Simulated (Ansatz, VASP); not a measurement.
# Ge in VASP and in Ansatz

File INCAR:

```
ALGO = Normal
DIPOL = 0.5 0.5 0.500
EDIFF = 1E-7
ENCUT = 520
IDIPOL = 3
ISIF = 2
ISMEAR = 0
LASPH = True
LCHARG = False
LDIPOL = True
LREAL = False
LWAVE = False
NBANDS = 21
NELM = 80
PREC = Accurate
SIGMA = 0.1
```

Contents of KPOINTS:

```
k-points
0
Gamma
  12 12 1
```

The input POSCAR:

```
Ge
1.0
    3.7680000000      0.0000000000      0.0000000000
   -1.8840000000      3.2631837215      0.0000000000
    0.0000000000      0.0000000000     28.0000000000
Ge
2
Direct
    0.3333333333      0.6666666667      0.5101964286
    0.6666666667      0.3333333333      0.4898035714
```

Input for Ansatz:

```yaml
crystal:
  lattice:
    - [3.768, 0.0, 0.0]
    - [-1.884, 3.2631837215, 0.0]
    - [0.0, 0.0, 28.0]
  atoms:
    - { symbol: Ge, position: [0.3333333333, 0.6666666667, 0.5101964286] }
    - { symbol: Ge, position: [0.6666666667, 0.3333333333, 0.4898035714] }
  periodic: [true, true, false]
basis:
  ecutwfc: 420
kpoints:
  mp_grid: { grid: [12, 12, 1] }
hamiltonian:
  xc: lda
  pseudopotentials: { kind: paw, azcp: { folder: soft_1 } }
scf:
  occupations: { method: gaussian, width: 0.1 }
output:
  forces: true
  stress: true
  eigenvalues: true
```

Alike in both runs: task single point; functional LDA; k mesh 12 × 12 × 1; occupations gaussian, width 0.1 eV; no spin polarisation.

|  | VASP | Ansatz |
| --- | --- | --- |
| version | VASP 6.6.1 | Ansatz 0.2.0 |
| potentials or method | VASP PAW LDA potentials, release 64 (Ge_d), cutoff 520 eV | scalar-relativistic, plane waves, PAW |
| valence electrons in the cell | 28 | 28 |

|  | VASP | Ansatz | Ansatz less VASP |
| --- | --- | --- | --- |
| gap on the k mesh at the Fermi level (eV) | none | none | - |
| rms of the force components (eV/Å) | 0.368 | 0.359 | -0.0089 |

Ansatz warns that its potentials were made for another functional, while VASP's fit it. LDA's correlation is that of Perdew and Zunger in VASP and of Perdew and Wang (1992) in Ansatz. Atom by atom the forces differ by 0.009 eV/Å (rms over components). A gap of «none» marks a metal or a gap that the smearing closes.
